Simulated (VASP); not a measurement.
# Sc2Si (R-3m) in VASP: notebook, part 2 of 2

VASP 6.6.1.

### 4 Relaxation of cell and atoms, r2SCAN

File POSCAR:

```
Sc2Si
1.0
    1.7952586218      1.0364930486      6.0863794229
   -1.7952586218      1.0364930486      6.0863794229
    0.0000000000     -2.0729860971      6.0863794229
Sc Si
2 1
Direct
    0.7399162936      0.7399162936      0.7399162936
    0.2600837064      0.2600837064      0.2600837064
    0.0000000000      0.0000000000      0.0000000000
```

File INCAR.step1:

```
SYSTEM = Sc2Si
ALGO     = Normal         ! electronic algorithm
EDIFF    = 1E-4           ! SCF threshold, eV
ENCUT    = 600            ! plane-wave cutoff, eV
GGA      = PE             ! functional
ISMEAR   = 0              ! smearing method
LASPH    = .TRUE.         ! aspherical terms in the spheres
LCHARG   = .FALSE.        ! write CHGCAR
LREAL    = .FALSE.        ! projectors in reciprocal space
LWAVE    = .TRUE.         ! write WAVECAR
NELM     = 60             ! most SCF steps
PREC     = Accurate       ! precision mode
SIGMA    = 0.1            ! smearing width, eV
```

File INCAR.step2:

```
SYSTEM = Sc2Si
ALGO     = Normal         ! electronic algorithm
EDIFF    = 1E-6           ! SCF threshold, eV
EDIFFG   = -0.05          ! ionic threshold
ENCUT    = 600            ! plane-wave cutoff, eV
IBRION   = 2              ! ionic algorithm
ISIF     = 3              ! what is computed and relaxed
ISMEAR   = 0              ! smearing method
ISTART   = 1            
LASPH    = .TRUE.         ! aspherical terms in the spheres
LCHARG   = .FALSE.        ! write CHGCAR
LMIXTAU  = .TRUE.       
LREAL    = .FALSE.        ! projectors in reciprocal space
LWAVE    = .FALSE.        ! write WAVECAR
METAGGA  = R2SCAN         ! meta-GGA
NELM     = 60             ! most SCF steps
NSW      = 80             ! ionic steps
PREC     = Accurate       ! precision mode
SIGMA    = 0.1            ! smearing width, eV
```

File KPOINTS:

```
k-points
0
G
  6 6 6
  0 0 0
```

The run is started by

```console
$ cat potpaw_PBE.64/Sc_sv/POTCAR potpaw_PBE.64/Si/POTCAR > POTCAR
$ cp INCAR.step1 INCAR
$ mpirun -np 1 vasp_std > vasp.out
$ cp INCAR.step2 INCAR
$ mpirun -np 1 vasp_std > vasp.out
```

Run time: 49 min. Hardware: 1 thread of Intel Xeon 6975P-C (Granite Rapids), shared host; peak memory 0.49 GiB.

The run converged. Its results:

| Property | Result |
| --- | --- |
| Free energy | -32.4489 eV |
| Relaxed volume | 23.44 Å³/atom |
| Relaxed cell | a = 5.700 Å, b = 5.700 Å, c = 5.700 Å, α = 40.46°, β = 40.46°, γ = 40.46° |
| Space group after relaxing (to 0.1 Å) | R-3m (No. 166) |
| Energy gained by relaxing | 310.0 meV/atom |
| Ionic steps | 13 |
| Pressure after relaxing | 0.2 GPa |
| Largest force after relaxing | 0.024 eV/Å |
| Band gap on the k mesh | zero (bands 13 and 14 overlap by 1.04 eV) |

Forces on the atoms (eV/Å):
```
Sc   0.000  0.000 -0.024
Sc   0.000  0.000  0.024
Si   0.000  0.000  0.000
```

Stress tensor (GPa, compression positive):
```
0.16 0.00 0.00
0.00 0.16 0.00
0.00 0.00 0.29
```

The path:
```csv
step,energy change (eV),largest force (eV/Å),pressure (GPa),volume (Å³)
1,0.0000,2.6671,15.34,67.95
2,-0.2617,0.7347,-8.66,91.57
3,-0.6736,0.4364,-1.35,79.85
4,-0.6740,0.4731,-1.11,79.57
5,-0.6739,0.5066,-0.88,79.33
6,-0.7272,0.5137,-0.69,78.08
7,-0.8470,0.5356,0.22,74.22
8,-0.8775,0.1373,4.16,66.01
9,-0.9081,0.3696,2.66,68.78
10,-0.9272,0.1622,-0.35,70.49
11,-0.9294,0.0327,0.35,70.06
12,-0.9294,0.0442,0.32,70.08
13,-0.9301,0.0241,0.20,70.31
```

Final structure:
```xyz
3
Lattice="1.9708 1.1379 5.2258 -1.9708 1.1379 5.2258 0.0000 -2.2757 5.2258" Properties=species:S:1:pos:R:3 pbc="T T T"
Sc    0.0000    0.0000   11.8419
Sc    0.0000    0.0000    3.8355
Si    0.0000    0.0000    0.0000
```

Levels at points of the mesh, in eV from the Fermi level:
```tsv
k point	band 11	band 12	band 13	band 14	band 15	band 16
(0.00, 0.00, 0.00)	-0.98	-0.84	-0.84	0.86	0.86	2.24
(0.50, 0.00, 0.00)	-1.70	-0.85	-0.30	-0.05	1.05	1.71
(0.50, 0.50, 0.00)	-1.84	-0.87	-0.75	-0.29	2.05	2.22
(0.50, 0.50, 0.50)	-0.47	-0.47	0.76	1.28	1.28	1.58
```

Caveat: the PAW data sets were made with another functional, which shifts forces and pressure a little; the relaxation stopped at a loose force limit of 0.05 eV/Å, so its end isn't a converged minimum.

### 5 Single point, r2SCAN

This run uses another cell than the first one, of 23.52 Å³/atom.

File POSCAR:

```
Sc2Si
1.0
    1.9710180442      1.1379677984      5.2422204421
   -1.9710180442      1.1379677984      5.2422204421
    0.0000000000     -2.2759355967      5.2422204421
Sc Si
2 1
Direct
    0.7548396007      0.7548396007      0.7548396007
    0.2451603993      0.2451603993      0.2451603993
    0.0000000000      0.0000000000      0.0000000000
```

File INCAR.step1:

```
SYSTEM = Sc2Si
PREC = Accurate ; ENCUT = 520
ISMEAR = 0 ; SIGMA = 0.1
LREAL = .FALSE. ; LASPH = .TRUE.
NELM = 80 ; NBANDS = 20
GGA = PE ; ALGO = Normal
EDIFF = 1E-4 ; LWAVE = .TRUE.
LCHARG = .FALSE.
```

File INCAR.step2:

```
SYSTEM = Sc2Si
PREC = Accurate ; ENCUT = 520
EDIFF = 1E-6 ; ISMEAR = 0
SIGMA = 0.1 ; LREAL = .FALSE.
LASPH = .TRUE. ; NELM = 80
ALGO = Normal ; ISIF = 2
LWAVE = .FALSE. ; LCHARG = .FALSE.
METAGGA = R2SCAN ; LMIXTAU = .TRUE.
NBANDS = 20 ; ISTART = 1
```

File KPOINTS:

```
Automatic mesh
0
G
  12 12 12
  0 0 0
```

The run is started by

```console
$ cat potpaw_PBE.64/Sc_sv/POTCAR potpaw_PBE.64/Si/POTCAR > POTCAR
$ cp INCAR.step1 INCAR
$ mpirun -np 1 vasp_std > vasp.out
$ cp INCAR.step2 INCAR
$ mpirun -np 1 vasp_std > vasp.out
```

Run time: 16 min. Hardware: 1 thread of Intel Xeon 6975P-C (Granite Rapids), shared host; peak memory 0.52 GiB.

It converged, with:

```yaml
Free_energy: -32.4504 eV
Pressure: 0.2 GPa
Largest_force: 0.028 eV/Å
Band_gap_on_the_k_mesh: zero (bands 13 and 14 overlap by 1.07 eV)
```

Forces in eV/Å, atoms in the order of the input:
```
Sc   0.000  0.000  0.028
Sc   0.000  0.000 -0.028
Si   0.000  0.000  0.000
```

Levels at points of the mesh, in eV from the Fermi level:
```csv
k point,band 10,band 11,band 12,band 13,band 14,band 15,band 16,band 17
"(0.00, 0.00, 0.00)",-2.85,-0.99,-0.84,-0.84,0.87,0.87,2.24,2.24
"(0.50, 0.00, 0.00)",-3.34,-1.69,-0.85,-0.29,-0.04,1.03,1.74,2.79
"(0.50, 0.50, 0.00)",-3.53,-1.83,-0.87,-0.73,-0.28,2.02,2.24,2.58
"(0.50, 0.50, 0.50)",-4.37,-0.48,-0.48,0.79,1.30,1.30,1.53,1.92
```

Caveat: the PAW data sets were made with another functional, which shifts forces and pressure a little.

### 6 The runs side by side

| task | cell | k mesh | cutoff (eV) | gap on the mesh (eV) | pressure (GPa) | largest force (eV/Å) |
| --- | --- | --- | --- | --- | --- | --- |
| single point | a = 6.430 Å, angles 32.4°, 3 atoms, atomic positions A | 6 × 6 × 6 | 520 | none | 15.3 | 2.67 |
| single point | a = 5.739 Å, angles 40.0°, 3 atoms, atomic positions B | 6 × 6 × 6 | 520 | none | 0.4 | 0.01 |
| relaxation of cell and atoms | relaxed from a = 6.430 Å, angles 32.4°, 3 atoms, atomic positions A | 6 × 6 × 6 | 600 | none | 0.2 | 0.02 |
| single point | a = 5.715 Å, angles 40.3°, 3 atoms, atomic positions C | 12 × 12 × 12 | 520 | none | 0.2 | 0.03 |

Alike in all rows: level r2SCAN; potentials or basis VASP PAW PBE potentials, release 64 (Sc_sv, Si); no spin polarisation; smearing gaussian 0.1 eV.

Caveats: the PAW data sets were made with another functional, which shifts forces and pressure a little; the cell stands under pressure (at least some runs); the relaxation stopped at a loose force limit of 0.05 eV/Å, so its end isn't a converged minimum (at least some runs).

Total energies depend on the potentials used, so only differences within one code and one set of settings carry meaning.
